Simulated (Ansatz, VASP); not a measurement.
## MgO2 in VASP and in Ansatz

INCAR

```
SYSTEM = MgO2
ALGO = Normal
EDIFF = 1E-6
ENCUT = 520
GGA = PS
ISIF = 2
ISMEAR = 0
LASPH = .TRUE.
LCHARG = .FALSE.
LREAL = .FALSE.
LWAVE = .FALSE.
NBANDS = 14
NELM = 80
PREC = Accurate
SIGMA = 0.05
```

The input KPOINTS:

```
k-points
0
G
  12 12 12
  0 0 0
```

POSCAR

```
MgO2
1.0
    1.6047610160      0.9265092046      3.4939788749
   -1.6047610160      0.9265092046      3.4939788749
    0.0000000000     -1.8530184092      3.4939788749
Mg O
1 2
Direct
    0.0000000000      0.0000000000      0.0000000000
    0.4144756673      0.4144756673      0.4144756673
    0.5855243327      0.5855243327      0.5855243327
```

Input for Ansatz:

```yaml
crystal:
  lattice:
    - [1.604761016, 0.9265092046, 3.4939788749]
    - [-1.604761016, 0.9265092046, 3.4939788749]
    - [0.0, -1.8530184092, 3.4939788749]
  atoms:
    - { symbol: Mg, position: [0.0, 0.0, 0.0] }
    - { symbol: O, position: [0.4144756673, 0.4144756673, 0.4144756673] }
    - { symbol: O, position: [0.5855243327, 0.5855243327, 0.5855243327] }
basis:
  ecutwfc: 420
kpoints:
  mp_grid: { grid: [12, 12, 12] }
hamiltonian:
  xc: pbesol
scf:
  occupations: { method: gaussian, width: 0.05 }
output:
  forces: true
  stress: true
  eigenvalues: true
```

Change from the starting cell: mode 9 (885.4 1/cm) frozen in, largest displacement -0.150 Å.

Alike in both runs: task single point; functional PBEsol; k mesh 12 × 12 × 12; occupations gaussian, width 0.05 eV; no spin polarisation.

|  | VASP | Ansatz |
| --- | --- | --- |
| version | VASP 6.6.1 | Ansatz 0.2.0 |
| potentials or method | VASP PAW PBE potentials, release 64 (Mg, O), cutoff 520 eV | scalar-relativistic, plane waves, PAW |
| valence electrons in the cell | 14 | 22 |

|  | VASP | Ansatz | Ansatz less VASP |
| --- | --- | --- | --- |
| gap on the k mesh at the Fermi level (eV) | 0.46 | 0.47 | +0.008 |
| least direct gap on the mesh (eV) | 0.46 | 0.47 | +0.009 |
| pressure (GPa) | -2.7 | -2.4 | +0.37 |
| traceless stress, the component that is largest in VASP (GPa) | -16.63 | -16.96 | -0.337 |
| rms of the force components (eV/Å) | 1.666 | 1.682 | +0.0154 |

VASP's potentials were made for PBE, not for PBEsol. Atom by atom the forces differ by 0.015 eV/Å (rms over components). VASP's potentials hold 14 valence electrons a cell and Ansatz's 22, so a difference there can come from the potentials and not from the codes.
